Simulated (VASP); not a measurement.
# Ti (Im-3m) in VASP: further runs

Aim: see how the results for Ti move with the level of theory and the settings. Levels: HSE06, PBE, PBEsol-based screened hybrid, r2SCAN50. Tasks: single point.

Program: VASP 6.6.1. These are calculated values, not measurements. Logs are shortened: lines on timing, memory, paths and dates and some standing lists are left out, and cuts for length are marked.

## 1. The cell of the first run

Symmetry: Im-3m, No. 229, cubic system. The conventional cell has a = 3.282 Å, b = 3.282 Å, c = 3.282 Å, α = 90.00°, β = 90.00°, γ = 90.00°. Within 3.7 Å of Ti (site symmetry m-3m) lie 14 Ti at 2.84 to 3.28 Å.

## 2. Single point, HSE06

Input file POSCAR:

```
Ti
1.0
   -1.6410000000      1.6410000000      1.6410000000
    1.6410000000     -1.6410000000      1.6410000000
    1.6410000000      1.6410000000     -1.6410000000
Ti
1
Direct
    0.0000000000      0.0000000000      0.0000000000
```

Input file INCAR.step1:

```
SYSTEM = Ti
  ALGO = Normal
  EDIFF = 1E-5
  ENCUT = 520
  GGA = PE
  ISIF = 2
  ISMEAR = -1
  LASPH = .TRUE.
  LCHARG = .FALSE.
  LREAL = .FALSE.
  LWAVE = .TRUE.
  NBANDS = 12
  NELM = 100
  PREC = Accurate
  SIGMA = 0.025
```

Input file INCAR.step2:

```
SYSTEM = Ti
  ALGO = Normal
  EDIFF = 1E-7
  ENCUT = 520
  GGA = PE
  HFSCREEN = 0.2079
  ISIF = 2
  ISMEAR = -1
  ISTART = 1
  LASPH = .TRUE.
  LCHARG = .FALSE.
  LHFCALC = .TRUE.
  LREAL = .FALSE.
  LWAVE = .FALSE.
  NBANDS = 12
  NELM = 100
  PREC = Accurate
  PRECFOCK = Normal
  SIGMA = 0.025
```

Input file KPOINTS:

```
k-points
0
G
  6 6 6
  0 0 0
```

Potentials or basis: VASP PAW PBE potentials, release 64 (Ti_sv).

Started as:

```sh
$ cat potpaw_PBE.64/Ti_sv/POTCAR > POTCAR
$ cp INCAR.step1 INCAR
$ mpirun -np 1 vasp_std > vasp.out
$ cp INCAR.step2 INCAR
$ mpirun -np 1 vasp_std > vasp.out
```

OUTCAR:

```text
SYSTEM = Ti
   EDIFF = 1E-7
   ENCUT = 520
   GGA = PE
   HFSCREEN = 0.2079
   ISIF = 2
   ISMEAR = -1
   ISTART = 1
   LASPH = .TRUE.
   LHFCALC = .TRUE.
   LREAL = .FALSE.
   NELM = 100
   PREC = Accurate
   PRECFOCK = Normal

 ion  position               nearest neighbor table
   1  0.000  0.000  0.000-

  LATTYP: Found a body centered cubic cell.
 ALAT       =     3.2820000000

  Lattice vectors:

 A1 = (  -1.6410000000,   1.6410000000,   1.6410000000)
 A2 = (   1.6410000000,  -1.6410000000,   1.6410000000)
 A3 = (   1.6410000000,   1.6410000000,  -1.6410000000)

Analysis of symmetry for initial positions (statically):
=====================================================================
 Subroutine PRICEL returns:
 Original cell was already a primitive cell.

 Routine SETGRP: Setting up the symmetry group for a
 body centered cubic supercell.

 Subroutine GETGRP returns: Found 48 space group operations
[... 9 lines left out ...]

 Routine SETGRP: Setting up the symmetry group for a
 body centered cubic supercell.

 Subroutine GETGRP returns: Found 48 space group operations
[... 11 lines left out ...]
                                     Primitive cell

  volume of cell :      17.6761

  direct lattice vectors                    reciprocal lattice vectors
    -1.641000000  1.641000000  1.641000000     0.000000000  0.304692261  0.304692261
     1.641000000 -1.641000000  1.641000000     0.304692261  0.000000000  0.304692261
     1.641000000  1.641000000 -1.641000000     0.304692261  0.304692261  0.000000000

  length of vectors
     2.842295375  2.842295375  2.842295375     0.430899928  0.430899928  0.430899928

  position of ions in fractional coordinates (direct lattice)
     0.000000000  0.000000000  0.000000000

  ion indices of the primitive-cell ions
   primitive index   ion index
                 1           1

----------------------------------------------------------------------------------------

 KPOINTS: k-points

Automatic generation of k-mesh.
 Grid dimensions read from file:
 generate k-points for:    6    6    6

 Generating k-lattice:

  Cartesian coordinates                     Fractional coordinates (reciprocal lattice)
     0.000000000  0.050782043  0.050782043     0.166666667  0.000000000  0.000000000
     0.050782043  0.000000000  0.050782043     0.000000000  0.166666667  0.000000000
     0.050782043  0.050782043  0.000000000     0.000000000  0.000000000  0.166666667

  Length of vectors
     0.071816655  0.071816655  0.071816655

  Shift w.r.t. Gamma in fractional coordinates (k-lattice)
     0.000000000  0.000000000  0.000000000

 Subroutine IBZKPT returns following result:
 ===========================================

 Found     16 irreducible k-points:

 Following reciprocal coordinates:
            Coordinates               Weight
  0.000000  0.000000  0.000000      1.000000
  0.166667  0.000000  0.000000     12.000000
  0.333333  0.000000  0.000000     12.000000
  0.500000  0.000000  0.000000      6.000000
  0.166667  0.166667  0.000000     24.000000
  0.333333  0.166667  0.000000     48.000000
[... 8 lines left out ...]
  0.500000  0.500000  0.333333     12.000000
  0.500000  0.500000  0.500000      1.000000
   k-points           NKPTS =     16   k-points in BZ     NKDIM =    216   number of bands    NBANDS=     12
   number of dos      NEDOS =    301   number of ions     NIONS =      1
   total plane-waves  NPLWV =  13824
   dimension x,y,z NGX =    24 NGY =   24 NGZ =   24
   dimension x,y,z NGXF=    48 NGYF=   48 NGZF=   48
   ions per type =               1
   NGX,Y,Z   is equivalent  to a cutoff of  14.04, 14.04, 14.04 a.u.
   NGXF,Y,Z  is equivalent  to a cutoff of  28.08, 28.08, 28.08 a.u.
 SYSTEM =  Ti
   PREC   = accura    normal or accurate (medium, high low for compatibility)
   ISTART =      1    job   : 0-new  1-cont  2-samecut
   ICHARG =      0    charge: 1-file 2-atom 10-const
   ISPIN  =      1    spin polarized calculation?
   LNONCOLLINEAR =      F non collinear calculations
   LSORBIT =      F    spin-orbit coupling
   LASPH  =      T    aspherical Exc in radial PAW
   ENCUT  =  520.0 eV  38.22 Ry    6.18 a.u.   5.28  5.28  5.28*2*pi/ulx,y,z
   NELM   =    100;   NELMIN=  2; NELMDL=  0     # of ELM steps
   EDIFF  = 0.1E-06   stopping-criterion for ELM
   LREAL  =      F    real-space projection
   EDIFFG = 0.1E-05   stopping-criterion for IOM
   NSW    =      0    number of steps for IOM
   IBRION =     -1    ionic relax: 0-MD 1-quasi-New 2-CG
   NFREE  =      0    steps in history (QN), initial steepest desc. (CG)
   ISIF   =      2    stress and relaxation
   ISYM   =      3    0-nonsym 1-usesym 2-fastsym
   POTIM  = 0.5000    time-step for ionic-motion
   TEBEG  =    0.0;   TEEND  =   0.0 temperature during run
   PSTRESS=    0.0 pullay stress
   NELECT =      12.0000    total number of electrons
   NUPDOWN=      -1.0000    fix difference up-down
   EMIN   =  10.00;   EMAX   =-10.00  energy-range for DOS
   EFERMI =   0.00;   METHOD = LEGACY
   ISMEAR =    -1;   SIGMA  =   0.03  broadening in eV -4-tet -1-fermi 0-gaus
   EFERMI_NEDOS =   21; number of points for ismear=-14 and -15
   IALGO  =     38    algorithm
   IMIX   =      1    mixing-type and parameters
     AMIX     =   0.40;   BMIX     =  1.00
     AMIX_MAG =   1.60;   BMIX_MAG =  1.00
  volume/ion in A,a.u.               =      17.68       119.28
  Fermi-wavevector in a.u.,A,eV,Ry     =   1.438821  2.718977 28.166848  2.070205
  Thomas-Fermi vector in A             =   2.557745
   LORBIT       =      0    0 simple, 1 ext, 2 COOP (PROOUT), +10 PAW based schemes
   GGA     = PE    functional components
   LHFCALC =     T    Hartree Fock is set to
   PRECFOCK=normal    Normal, Fast or Accurate (Low or Medium for compatibility)
   ENCUT4O =  -1.0   cutoff for four orbital integrals eV
   NKREDX  =     1    reduce k-point grid by
   NKREDY  =     1    reduce k-point grid by
   NKREDZ  =     1    reduce k-point grid by
   AEXX    =    0.2500 exact exchange contribution
   HFSCREEN=    0.2079 screening length (either q_TF or 0.3 A-1)
   HFSCREENC=   0.2079 screening length for correlation (either q_TF or 0.3 A-1)
   ENCUTFOCK=  -1.0 apply spherical cutoff to Coloumb kernel
   IVDW    =     0    specifies the selected vdW correction
   LEPSILON=     F    determine dielectric tensor
   LRPA    =     F    only Hartree local field effects (RPA)
 non-spin polarized calculation
  energy-cutoff  :      520.00
  volume of cell :       17.68
 maximum number of plane-waves:       490
 NGX is ok and might be reduce to    24
  NGX = 16; NGY = 16; NGZ = 16

 number of electron      12.0000001 magnetization

 Free energy of the ion-electron system (eV)
  ---------------------------------------------------
  ext. energy  EPLUGINS =         0.00000000
  ---------------------------------------------------
  free energy    TOTEN  =        -9.23666955 eV

  energy without entropy =       -9.22904098  energy(sigma->0) =       -9.23285526

 E-fermi :   7.9274     XC(G=0):  -9.4114

 val. band max:        7.9211396311   @ k =   0.3333   0.1667   0.0000
 cond. band min:       8.1372800469   @ k =   0.3333   0.0000   0.0000
 fundamental gap:      0.2161404158
 Fermi energy:         7.9274186402

 k-point     1 :       0.0000    0.0000    0.0000
  band No.  band energies     occupation
      1     -53.7263      2.00000
      2     -27.9139      2.00000
      3     -27.9139      2.00000
      4     -27.9139      2.00000
      5       0.7543      2.00000
      6       9.5268      0.00000
      7       9.5268      0.00000
      8       9.5268      0.00000
      9      11.2734      0.00000
     10      11.2734      0.00000
     11      26.1329      0.00000
     12      26.1329      0.00000

 k-point     2 :       0.1667    0.0000    0.0000
  band No.  band energies     occupation
      1     -53.6940      2.00000
      2     -28.0913      2.00000
      3     -27.9651      2.00000
      4     -27.9151      2.00000
      5       1.7707      2.00000
      6       9.0467      0.00000
      7       9.1808      0.00000
      8      10.2063      0.00000
      9      10.9326      0.00000
     10      11.2837      0.00000
     11      24.5579      0.00000
     12      25.6056      0.00000

 k-point     3 :       0.3333    0.0000    0.0000
  band No.  band energies     occupation
      1     -53.6287      2.00000
      2     -28.4326      2.00000
      3     -28.0657      2.00000
      4     -27.9170      2.00000
      5       4.0392      2.00000
      6       8.1373      0.00045
      7       8.2252      0.00001
      8      11.1308      0.00000
      9      11.4093      0.00000
     10      11.8472      0.00000
     11      20.1380      0.00000
     12      23.1737      0.00000

 k-point     4 :       0.5000    0.0000    0.0000
  band No.  band energies     occupation
      1     -53.5958      2.00000
      2     -28.5976      2.00000
      3     -28.1150      2.00000
      4     -27.9177      2.00000
      5       4.9539      2.00000
      6       7.6905      1.99985
      7       8.6775      0.00000
      8      11.2503      0.00000
      9      11.5376      0.00000
     10      12.9151      0.00000
     11      17.3706      0.00000
     12      21.9505      0.00000

 k-point     5 :       0.1667    0.1667    0.0000
  band No.  band energies     occupation
      1     -53.6452      2.00000
      2     -28.3213      2.00000
      3     -28.0336      2.00000
      4     -27.9521      2.00000
      5       3.5055      2.00000
      6       8.1780      0.00009
      7       8.4615      0.00000
      8      10.7455      0.00000
      9      11.4977      0.00000
     10      11.5802      0.00000
     11      22.5301      0.00000
     12      22.7984      0.00000
[... 108 lines left out ...]
      1     -53.5634      2.00000
      2     -28.4487      2.00000
      3     -28.2874      2.00000
      4     -28.0734      2.00000
      5       6.1078      2.00000
      6       6.6179      2.00000
      7       8.6397      0.00000
      8      10.8671      0.00000
      9      11.9198      0.00000
     10      14.3616      0.00000
     11      18.7232      0.00000
     12      18.8310      0.00000

 k-point    14 :      -0.3333    0.3333    0.3333
  band No.  band energies     occupation
      1     -53.5554      2.00000
      2     -28.3560      2.00000
      3     -28.2428      2.00000
      4     -28.2428      2.00000
      5       5.5544      2.00000
      6       6.5145      2.00000
      7      10.4689      0.00000
      8      10.4689      0.00000
      9      11.7055      0.00000
     10      12.9621      0.00000
     11      20.7043      0.00000
     12      20.7043      0.00000

 k-point    15 :       0.5000    0.5000    0.3333
  band No.  band energies     occupation
      1     -53.5309      2.00000
      2     -28.4197      2.00000
      3     -28.2999      2.00000
      4     -28.2541      2.00000
      5       5.7466      2.00000
      6       5.7943      2.00000
      7      10.7529      0.00000
      8      10.9596      0.00000
      9      12.6605      0.00000
     10      15.6154      0.00000
     11      16.9437      0.00000
     12      18.9244      0.00000

 k-point    16 :       0.5000    0.5000    0.5000
  band No.  band energies     occupation
      1     -53.5092      2.00000
      2     -28.3591      2.00000
      3     -28.3591      2.00000
      4     -28.3591      2.00000
      5       5.2585      2.00000
      6       5.2585      2.00000
      7      12.5781      0.00000
      8      12.5781      0.00000
      9      12.5781      0.00000
     10      16.7087      0.00000
     11      16.7087      0.00000
     12      16.7087      0.00000

------------------------ aborting loop because EDIFF is reached ----------------------------------------

  FORCE on cell =-STRESS in cart. coord.  units (eV):
  Direction    XX          YY          ZZ          XY          YZ          ZX
  --------------------------------------------------------------------------------------
  -------------------------------------------------------------------------------------
  Total       -0.2933785     -0.2933785     -0.2933785     -0.0000000      0.0000000      0.0000000
  in kB      -26.5921346    -26.5921346    -26.5921346     -0.0000000      0.0000000      0.0000000
  external PRESSURE =     -26.5921346 kB  Pullay stress =       0.0000000 kB

 VOLUME and BASIS-vectors are now :
 -----------------------------------------------------------------------------
  energy-cutoff  :      520.00
  volume of cell :       17.68
      direct lattice vectors                 reciprocal lattice vectors
    -1.641000000  1.641000000  1.641000000     0.000000000  0.304692261  0.304692261
     1.641000000 -1.641000000  1.641000000     0.304692261  0.000000000  0.304692261
     1.641000000  1.641000000 -1.641000000     0.304692261  0.304692261  0.000000000

 POSITION                                       TOTAL-FORCE (eV/Angst)
 -----------------------------------------------------------------------------------
      0.00000      0.00000      0.00000        -0.000000      0.000000     -0.000000
 -----------------------------------------------------------------------------------
    total drift:                               -0.000000      0.000000      0.000000

  FREE ENERGIE OF THE ION-ELECTRON SYSTEM (eV)
  ---------------------------------------------------
  free  energy   TOTEN  =        -9.2366695497 eV

  energy  without entropy=       -9.2290409796  energy(sigma->0) =       -9.23285526
```

Wall time 9.9 min (1 thread of Intel Xeon Platinum 8259CL at 2.50GHz (Skylake/Cascade Lake), shared host); peak memory 0.24 GiB.

Results:

| Item | Value |
| --- | --- |
| Free energy | -9.2367 eV |
| Pressure | -2.7 GPa |
| Band gap on the k mesh | zero (band 6 reaches 9.53 eV, above the bottom of band 7 at 7.05 eV) |

Caveat: the k points lie up to 0.45 Å⁻¹ apart; the PAW data sets were made with another functional, which shifts forces and pressure a little.

[end of part 1 of 2]
